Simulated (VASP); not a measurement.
A run of VASP 6.6.1 is set up as follows.

The input POSCAR:

```
SiC
1.0
    3.0753565471      0.0000000000      0.0000000000
   -1.5376782736      2.6633368955      0.0000000000
    0.0000000000      0.0000000000      5.0481095356
Si C
2 2
Direct
    0.3333333333      0.6666666667      0.0045919551
    0.6666666667      0.3333333333      0.5045919551
    0.3333333333      0.6666666667      0.3804080449
    0.6666666667      0.3333333333      0.8804080449
```

The input INCAR.step1:

```
PREC = Accurate
ENCUT = 520
EDIFF = 1E-5
ISMEAR = 0
SIGMA = 0.01
LREAL = F
LASPH = T
NELM = 100
ALGO = Normal
ISIF = 2
LWAVE = T
GGA = PE
NBANDS = 16
```

File INCAR.step2:

```
PREC = Accurate
ENCUT = 520
EDIFF = 1E-6
ISMEAR = 0
SIGMA = 0.01
LREAL = F
LASPH = T
NELM = 100
ALGO = Normal
ISIF = 2
LWAVE = F
LCHARG = T
GGA = PE
LHFCALC = T
AEXX = 0.25
PRECFOCK = Normal
LELF = T
LVHAR = T
ISTART = 1
NBANDS = 16
```

Contents of KPOINTS:

```
Automatic mesh
0
Gamma
  6 6 4
```

Potentials or basis: VASP PAW PBE potentials, release 64 (Si, C).

Command:

```console
$ cat potpaw_PBE.64/Si/POTCAR potpaw_PBE.64/C/POTCAR > POTCAR
$ cp INCAR.step1 INCAR
$ mpirun -np 1 vasp_std > vasp.out
$ cp INCAR.step2 INCAR
$ mpirun -np 1 vasp_std > vasp.out
```

(1) Estimate the largest force.

(2) What does it give for the band gap on the k mesh?

(3) What does it give for the pressure?

Answers

(1) 0.017 eV/Å.

(2) 3.90 eV (least direct gap 5.82 eV).

(3) -1.7 GPa.

Caveat: the PAW data sets were made with another functional, which shifts forces and pressure a little.
